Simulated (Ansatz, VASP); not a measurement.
## One calculation of Zn, two programs

Contents of POSCAR:

```
Zn
1.0
   -1.5585062330      1.5585062330      1.5585062330
    1.5585062330     -1.5585062330      1.5585062330
    1.5585062330      1.5585062330     -1.5585062330
Zn
1
Direct
    0.0000000000      0.0000000000      0.0000000000
```

INCAR.step1

```
  PREC = Accurate
  ENCUT = 520
  EDIFF = 1E-5
  ISMEAR = -1
  SIGMA = 0.05
  LREAL = False
  LASPH = True
  NELM = 100
  ALGO = Normal
  ISIF = 2
  LWAVE = True
  LCHARG = False
  GGA = PE
  NBANDS = 12
```

The input INCAR.step2:

```
  PREC = Accurate
  ENCUT = 520
  EDIFF = 1E-6
  ISMEAR = -1
  SIGMA = 0.05
  LREAL = False
  LASPH = True
  NELM = 100
  ALGO = Normal
  ISIF = 2
  LWAVE = False
  LCHARG = False
  GGA = PE
  LHFCALC = True
  AEXX = 0.25
  PRECFOCK = Normal
  ISTART = 1
  NBANDS = 12
```

Contents of KPOINTS:

```
Automatic mesh
0
Gamma
  6 6 6
```

The input input.yaml:

```yaml
crystal:
  lattice:
    - [-1.558506233, 1.558506233, 1.558506233]
    - [1.558506233, -1.558506233, 1.558506233]
    - [1.558506233, 1.558506233, -1.558506233]
  atoms:
    - { symbol: Zn, position: [0.0, 0.0, 0.0] }
hamiltonian:
  xc: pbe0
  pseudopotentials: { kind: paw }
kpoints:
  mp_grid: { grid: [6, 6, 6] }
scf:
  occupations: { method: fermi_dirac, width: 0.05 }
output:
  forces: true
  stress: true
  eigenvalues: true
```

Alike in both runs: task single point; functional PBE0; k mesh 6 × 6 × 6; occupations fermi-dirac, width 0.05 eV; no spin polarisation.

|  | VASP | Ansatz |
| --- | --- | --- |
| version | VASP 6.6.1 | Ansatz 0.2.0 |
| potentials or method | VASP PAW PBE potentials, release 64 (Zn) | Ansatz PAW |
| plane-wave cutoff (eV) | 520 | 420 |
| valence electrons in the cell | 12 | 12 |

```csv
,VASP,Ansatz,Ansatz less VASP
gap on the k mesh at the Fermi level (eV),none,none,-
pressure (GPa),1.3,1.5,+0.17
```

A gap of «none» marks a metal or a gap that the smearing closes.

The k mesh is coarse, so the values compare programs but aren't converged.
